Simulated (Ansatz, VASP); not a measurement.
# Li2S: VASP beside Ansatz

```
CELL_PARAMETERS angstrom
0.00000 2.84529 2.84529
2.84529 0.00000 2.84529
2.84529 2.84529 0.00000
ATOMIC_POSITIONS crystal
Li 0.25000 0.25000 0.25000
Li 0.75000 0.75000 0.75000
S 0.00000 0.00000 0.00000
```

Alike in both runs: task single point; functional r2SCAN0; k mesh 6 × 6 × 6; no spin polarisation.

|  | VASP | Ansatz |
| --- | --- | --- |
| version | VASP 6.6.1 | Ansatz 0.2.0 |
| potentials or method | VASP PAW PBE potentials, release 64 (Li_sv, S) | plane waves, PAW |
| plane-wave cutoff (eV) | 720 | 500 |
| occupations | gaussian, width 0.01 eV | fixed |
| valence electrons in the cell | 12 | 12 |

|  | VASP | Ansatz | Ansatz less VASP |
| --- | --- | --- | --- |
| gap on the k mesh at the Fermi level (eV) | 5.31 | 5.31 | 0.000 |
| pressure (GPa) | -0.6 | -0.4 | +0.15 |

VASP's potentials were made for PBE, not for r2SCAN0. Ansatz's warnings: stress exchange threshold loose, stress scf threshold loose.
